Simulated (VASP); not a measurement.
# GaN in VASP: notebook

GaN is run at these levels: r2SCAN, PBE; tasks: single point.

All numbers are computed with VASP 6.6.1; they aren't measurements. Logs are shortened: lines on timing, memory, paths and dates and some standing lists are left out, and cuts for length are marked.

### 1 The cell of the first run

Symmetry: Fm-3m, No. 225, cubic system. Conventional cell: a = 4.217 Å, b = 4.217 Å, c = 4.217 Å, α = 90.00°, β = 90.00°, γ = 90.00°. Within 2.8 Å of Ga (site symmetry m-3m) lie 6 N at 2.11 Å. N (site symmetry m-3m) has 6 Ga at 2.11 Å within 2.8 Å.

### 2 Single point, r2SCAN

POSCAR

```
GaN
1.0
    0.0000000000      2.1085152362      2.1085152362
    2.1085152362      0.0000000000      2.1085152362
    2.1085152362      2.1085152362      0.0000000000
Ga N
1 1
Direct
    0.0000000000      0.0000000000      0.0000000000
    0.5000000000      0.5000000000      0.5000000000
```

INCAR.step1

```
SYSTEM = GaN
PREC = Accurate
ENCUT = 520
ISMEAR = 0
SIGMA = 0.01
LREAL = .False.
LASPH = .True.
NELM = 100
NBANDS = 16
GGA = PE
ALGO = Normal
EDIFF = 1E-4
LWAVE = .True.
LCHARG = .False.
```

INCAR.step2

```
SYSTEM = GaN
PREC = Accurate
ENCUT = 520
EDIFF = 1E-6
ISMEAR = 0
SIGMA = 0.01
LREAL = .False.
LASPH = .True.
NELM = 100
ALGO = Normal
ISIF = 2
LWAVE = .False.
LCHARG = .False.
METAGGA = R2SCAN
LMIXTAU = .True.
NBANDS = 16
ISTART = 1
```

KPOINTS

```
regular mesh
0
Gamma
  10 10 10
  0 0 0
```

Potentials or basis: VASP PAW PBE potentials, release 64 (Ga_d, N).

Command:

```console
cat potpaw_PBE.64/Ga_d/POTCAR potpaw_PBE.64/N/POTCAR > POTCAR
cp INCAR.step1 INCAR
mpirun -np 1 vasp_std > vasp.out
cp INCAR.step2 INCAR
mpirun -np 1 vasp_std > vasp.out
```

OUTCAR:

```text
SYSTEM = GaN
   PREC = Accurate
   ENCUT = 520
   EDIFF = 1E-6
   ISMEAR = 0
   LREAL = .False.
   LASPH = .True.
   NELM = 100
   ISIF = 2
   METAGGA = R2SCAN
   ISTART = 1

 ion  position               nearest neighbor table
   1  0.000  0.000  0.000-   2 2.11   2 2.11   2 2.11   2 2.11   2 2.11   2 2.11
   2  0.500  0.500  0.500-   1 2.11   1 2.11   1 2.11   1 2.11   1 2.11   1 2.11

  LATTYP: Found a face centered cubic cell.
 ALAT       =     4.2170304724

  Lattice vectors:

 A1 = (   0.0000000000,   2.1085152362,   2.1085152362)
 A2 = (   2.1085152362,   0.0000000000,   2.1085152362)
 A3 = (   2.1085152362,   2.1085152362,   0.0000000000)

Analysis of symmetry for initial positions (statically):
=====================================================================
 Subroutine PRICEL returns:
 Original cell was already a primitive cell.

 Routine SETGRP: Setting up the symmetry group for a
 face centered cubic supercell.

 Subroutine GETGRP returns: Found 48 space group operations
 (whereof 48 operations were pure point group operations)
 out of a pool of 48 trial point group operations.

The static configuration has the point symmetry O_h .

Analysis of symmetry for dynamics (positions and initial velocities):
=====================================================================
 Subroutine PRICEL returns:
 Original cell was already a primitive cell.

 Routine SETGRP: Setting up the symmetry group for a
 face centered cubic supercell.

 Subroutine GETGRP returns: Found 48 space group operations
 (whereof 48 operations were pure point group operations)
 out of a pool of 48 trial point group operations.

The dynamic configuration has the point symmetry O_h .

 Subroutine INISYM returns: Found 48 space group operations
 (whereof 48 operations are pure point group operations),
 and found     1 'primitive' translations

----------------------------------------------------------------------------------------

                                     Primitive cell

  volume of cell :      18.7482

  direct lattice vectors                    reciprocal lattice vectors
     0.000000000  2.108515236  2.108515236    -0.237133691  0.237133691  0.237133691
     2.108515236  0.000000000  2.108515236     0.237133691 -0.237133691  0.237133691
     2.108515236  2.108515236  0.000000000     0.237133691  0.237133691 -0.237133691

  length of vectors
     2.981890844  2.981890844  2.981890844     0.410727601  0.410727601  0.410727601

  position of ions in fractional coordinates (direct lattice)
[... 8 lines left out ...]
----------------------------------------------------------------------------------------

 KPOINTS: regular mesh

Automatic generation of k-mesh.
 Grid dimensions read from file:
 generate k-points for:   10   10   10

 Generating k-lattice:

  Cartesian coordinates                     Fractional coordinates (reciprocal lattice)
    -0.023713369  0.023713369  0.023713369     0.100000000  0.000000000  0.000000000
     0.023713369 -0.023713369  0.023713369     0.000000000  0.100000000  0.000000000
     0.023713369  0.023713369 -0.023713369     0.000000000  0.000000000  0.100000000

  Length of vectors
     0.041072760  0.041072760  0.041072760

  Shift w.r.t. Gamma in fractional coordinates (k-lattice)
     0.000000000  0.000000000  0.000000000

 Subroutine IBZKPT returns following result:
 ===========================================

 Found     47 irreducible k-points:

 Following reciprocal coordinates:
            Coordinates               Weight
  0.000000  0.000000  0.000000      1.000000
  0.100000  0.000000  0.000000      8.000000
  0.200000  0.000000  0.000000      8.000000
  0.300000  0.000000  0.000000      8.000000
  0.400000  0.000000  0.000000      8.000000
  0.500000  0.000000  0.000000      4.000000
[... 16 lines left out ...]
  0.300000  0.300000  0.000000      6.000000
  0.400000  0.300000  0.000000     24.000000
 [... further k-points ...]
   k-points           NKPTS =     47   k-points in BZ     NKDIM =     47   number of bands    NBANDS=     16
   number of dos      NEDOS =    301   number of ions     NIONS =      2
   total plane-waves  NPLWV =  13824
   dimension x,y,z NGX =    24 NGY =   24 NGZ =   24
   dimension x,y,z NGXF=    48 NGYF=   48 NGZF=   48
   ions per type =               1   1
   NGX,Y,Z   is equivalent  to a cutoff of  13.38, 13.38, 13.38 a.u.
   NGXF,Y,Z  is equivalent  to a cutoff of  26.76, 26.76, 26.76 a.u.
 SYSTEM =  GaN
   PREC   = accura    normal or accurate (medium, high low for compatibility)
   ISTART =      1    job   : 0-new  1-cont  2-samecut
   ICHARG =      0    charge: 1-file 2-atom 10-const
   ISPIN  =      1    spin polarized calculation?
   LNONCOLLINEAR =      F non collinear calculations
   LSORBIT =      F    spin-orbit coupling
   LASPH  =      T    aspherical Exc in radial PAW
   ENCUT  =  520.0 eV  38.22 Ry    6.18 a.u.   5.54  5.54  5.54*2*pi/ulx,y,z
   NELM   =    100;   NELMIN=  2; NELMDL=  0     # of ELM steps
   EDIFF  = 0.1E-05   stopping-criterion for ELM
   LREAL  =      F    real-space projection
   EDIFFG = 0.1E-04   stopping-criterion for IOM
   NSW    =      0    number of steps for IOM
   IBRION =     -1    ionic relax: 0-MD 1-quasi-New 2-CG
   NFREE  =      0    steps in history (QN), initial steepest desc. (CG)
   ISIF   =      2    stress and relaxation
   ISYM   =      2    0-nonsym 1-usesym 2-fastsym
   POTIM  = 0.5000    time-step for ionic-motion
   TEBEG  =    0.0;   TEEND  =   0.0 temperature during run
   PSTRESS=    0.0 pullay stress
   NELECT =      18.0000    total number of electrons
   NUPDOWN=      -1.0000    fix difference up-down
   EMIN   =  10.00;   EMAX   =-10.00  energy-range for DOS
   EFERMI =   0.00;   METHOD = LEGACY
   ISMEAR =     0;   SIGMA  =   0.01  broadening in eV -4-tet -1-fermi 0-gaus
   EFERMI_NEDOS =   21; number of points for ismear=-14 and -15
   IALGO  =     38    algorithm
   IMIX   =      4    mixing-type and parameters
     AMIX     =   0.40;   BMIX     =  1.00
     AMIX_MAG =   1.60;   BMIX_MAG =  1.00
  volume/ion in A,a.u.               =       9.37        63.26
  Fermi-wavevector in a.u.,A,eV,Ry     =   1.615024  3.051952 35.488101  2.608302
  Thomas-Fermi vector in A             =   2.709838
   LORBIT       =      0    0 simple, 1 ext, 2 COOP (PROOUT), +10 PAW based schemes
   METAGGA = R2SCAN    functional components
   LHFCALC =     F    Hartree Fock is set to
   AEXX    =    0.0000 exact exchange contribution
   IVDW    =     0    specifies the selected vdW correction
   LEPSILON=     F    determine dielectric tensor
   LRPA    =     F    only Hartree local field effects (RPA)
 non-spin polarized calculation
 Gauss-broadening in eV      SIGMA  =   0.01
  energy-cutoff  :      520.00
  volume of cell :       18.75
 maximum number of plane-waves:       531
 NGX is ok and might be reduce to    24
   NGX = 11   NGY = 11   NGZ = 11

 number of electron      18.0000008 magnetization

 Free energy of the ion-electron system (eV)
  ---------------------------------------------------
  ext. energy  EPLUGINS =         0.00000000
  ---------------------------------------------------
  free energy    TOTEN  =       -20.97607591 eV

  energy without entropy =      -20.97607591  energy(sigma->0) =      -20.97607591

 E-fermi :   7.8345     XC(G=0): -14.2193

 val. band max:        7.7177384975   @ k =  -0.2000   0.2000   0.0000
 cond. band min:       8.8954145377   @ k =   0.5000   0.5000   0.0000
 fundamental gap:      1.1776760402
 Fermi energy:         7.8345197273

 k-point     1 :       0.0000    0.0000    0.0000
  band No.  band energies     occupation
      1     -10.3894      2.00000
      2      -6.6375      2.00000
      3      -6.6375      2.00000
      4      -6.6375      2.00000
      5      -6.5680      2.00000
      6      -6.5680      2.00000
[... 8 lines left out ...]
     15      24.7667      0.00000
     16      24.7717      0.00000

 k-point     2 :       0.1000    0.0000    0.0000
  band No.  band energies     occupation
      1     -10.1920      2.00000
      2      -6.6454      2.00000
      3      -6.6304      2.00000
      4      -6.6303      2.00000
      5      -6.5799      2.00000
      6      -6.5799      2.00000
[... 8 lines left out ...]
     15      24.6516      0.00000
     16      24.6550      0.00000

 k-point     3 :       0.2000    0.0000    0.0000
  band No.  band energies     occupation
      1      -9.6215      2.00000
      2      -6.6723      2.00000
      3      -6.6722      2.00000
      4      -6.6670      2.00000
      5      -6.5498      2.00000
      6      -6.5497      2.00000
[... 8 lines left out ...]
     15      25.6714      0.00000
     16      25.6715      0.00000

 k-point     4 :       0.3000    0.0000    0.0000
  band No.  band energies     occupation
      1      -8.7589      2.00000
      2      -6.7472      2.00000
      3      -6.7471      2.00000
      4      -6.7003      2.00000
      5      -6.4879      2.00000
      6      -6.4878      2.00000
[... 8 lines left out ...]
     15      27.5604      0.00000
     16      27.5605      0.00000
[... 324 lines left out ...]
 k-point    22 :      -0.2000    0.2000    0.0000
  band No.  band energies     occupation
      1      -8.6371      2.00000
      2      -6.7468      2.00000
      3      -6.7272      2.00000
      4      -6.6737      2.00000
      5      -6.5304      2.00000
      6      -6.2851      2.00000
[... 8 lines left out ...]
     15      27.8346      0.00000
     16      29.9292      0.00000

 k-point    23 :       0.3000    0.3000    0.0000
  band No.  band energies     occupation
      1      -8.8562      2.00000
      2      -6.7529      2.00000
      3      -6.4955      2.00000
      4      -6.4704      2.00000
      5      -6.4704      2.00000
      6      -6.1266      2.00000
[... 8 lines left out ...]
     15      32.7027      0.00000
     16      34.7069      0.00000

 k-point    24 :       0.4000    0.3000    0.0000
  band No.  band energies     occupation
      1      -8.6556      2.00000
      2      -6.7665      2.00000
      3      -6.5265      2.00000
      4      -6.4571      2.00000
      5      -6.4091      2.00000
      6      -5.5037      2.00000
[... 8 lines left out ...]
     15      33.6225      0.00000
     16      35.2736      0.00000

 [... further k-points ...]

------------------------ aborting loop because EDIFF is reached ----------------------------------------

  FORCE on cell =-STRESS in cart. coord.  units (eV):
  Direction    XX          YY          ZZ          XY          YZ          ZX
  --------------------------------------------------------------------------------------
  -------------------------------------------------------------------------------------
  Total        0.1546306      0.1546306      0.1546306     -0.0000000     -0.0000000      0.0000000
  in kB       13.2143529     13.2143529     13.2143529     -0.0000000     -0.0000000      0.0000000
  external PRESSURE =      13.2143529 kB  Pullay stress =       0.0000000 kB

 VOLUME and BASIS-vectors are now :
 -----------------------------------------------------------------------------
  energy-cutoff  :      520.00
  volume of cell :       18.75
      direct lattice vectors                 reciprocal lattice vectors
     0.000000000  2.108515236  2.108515236    -0.237133691  0.237133691  0.237133691
     2.108515236  0.000000000  2.108515236     0.237133691 -0.237133691  0.237133691
     2.108515236  2.108515236  0.000000000     0.237133691  0.237133691 -0.237133691

 POSITION                                       TOTAL-FORCE (eV/Angst)
 -----------------------------------------------------------------------------------
      0.00000      0.00000      0.00000        -0.000000      0.000000      0.000000
      2.10852      2.10852      2.10852         0.000000     -0.000000     -0.000000
 -----------------------------------------------------------------------------------
    total drift:                                0.000000     -0.000000     -0.000000

  FREE ENERGIE OF THE ION-ELECTRON SYSTEM (eV)
  ---------------------------------------------------
  free  energy   TOTEN  =       -20.9760759119 eV

  energy  without entropy=      -20.9760759119  energy(sigma->0) =      -20.97607591
```

Wall time 38 s (1 thread of Intel Xeon 6975P-C, shared host); peak memory 0.15 GiB.

What came out:

* Free energy: -20.9761 eV
* Pressure: 1.3 GPa
* Band gap on the k mesh: 1.18 eV, indirect (least direct gap 3.41 eV)

Levels at points of the mesh, in eV from the valence-band top:
```
           k point  band 7  band 8  band 9  band 10  band 11  band 12
(0.00, 0.00, 0.00)   -0.51   -0.51   -0.51     2.90    15.52    15.52
(0.50, 0.00, 0.00)   -8.36   -0.15   -0.15     5.42     9.88     9.88
(0.50, 0.50, 0.00)   -7.25   -3.12   -3.12     1.18     8.53    13.15
```

Caveat: the PAW data sets were made with another functional, which shifts forces and pressure a little. A k mesh can miss the band edges.

[end of part 1 of 2]
